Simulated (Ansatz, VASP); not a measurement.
**Ba in VASP and in Ansatz**

```
Ba
1.0
     4.58162    0.00000    0.00000
    -2.29081    3.96780    0.00000
     0.00000    0.00000    6.84075
Ba
2
Cartesian
  0.0000 2.6452 1.7102
  2.2908 1.3226 5.1306
```

Alike in both runs: task single point; functional PBE; k mesh 6 × 6 × 4; occupations gaussian, width 0.1 eV; no spin polarisation.

|  | VASP | Ansatz |
| --- | --- | --- |
| version | VASP 6.6.1 | Ansatz 0.2.0 |
| potentials or method | VASP PAW PBE potentials, release 64 (Ba_sv), cutoff 500 eV | scalar-relativistic, plane waves, PAW |
| valence electrons in the cell | 20 | 20 |

```csv
,VASP,Ansatz,Ansatz less VASP
gap on the k mesh at the Fermi level (eV),none,none,-
pressure (GPa),0.3,0.2,-0.06
"traceless stress, the component that is largest in VASP (GPa)",1.12,1.11,-0.012
```

A gap of «none» marks a metal or a gap that the smearing closes. The functional is the same, so the differences come from potentials, cutoffs and numerics.

Spin-orbit coupling is off throughout.
